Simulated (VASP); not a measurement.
Runs of VASP 6.6.1 on CsCl. The structure is that of space group Pm-3m (No. 221), or close to it. The cells are those of the table. 

```tsv
task	level	cell	cutoff (eV)	smearing	gap on the mesh (eV)	pressure (GPa)	relaxed volume (Å³/atom)
relaxation of cell and atoms	PBEsol	relaxed from a = 4.123 Å, 2 atoms	500	fermi-dirac 0.005 eV	(a)	0.0	(b)
relaxation of cell and atoms	RPBE	relaxed from a = 4.123 Å, 2 atoms	500	gaussian 0.01 eV	4.82	0.0	42.08
single point	PBEsol	a = 4.065, b = 4.065, c = 4.086 Å, 2 atoms	500	gaussian 0.01 eV	5.20	0.0	-
relaxation of the atoms	PBEsol	atoms relaxed from a = 4.065 Å, angles 90.3°, 2 atoms	450	gaussian 0.01 eV	5.21	0.1	-
relaxation of the atoms	PBEsol	atoms relaxed from a = 4.065 Å, angles 89.7°, 2 atoms	450	gaussian 0.01 eV	5.21	0.1	-
```

Alike in all rows: potentials or basis VASP PAW PBE potentials, release 64 (Cs_sv, Cl); no spin polarisation; k mesh 6 × 6 × 6.

**Question.** Estimate the missing entries.

**Answer.** (a) 5.22; (b) 33.75.

Caveats: the PAW data sets were made with another functional, which shifts forces and pressure a little; spin-orbit coupling is left out, which moves the levels of the heavy elements; the relaxation stopped at its first step, so nothing moved (at least some runs); the volume moved by over 15 % at a fixed basis, so the end points are rough (at least some runs).

A k mesh can miss the band edges, and the runs leave out spin-orbit coupling on Cs.
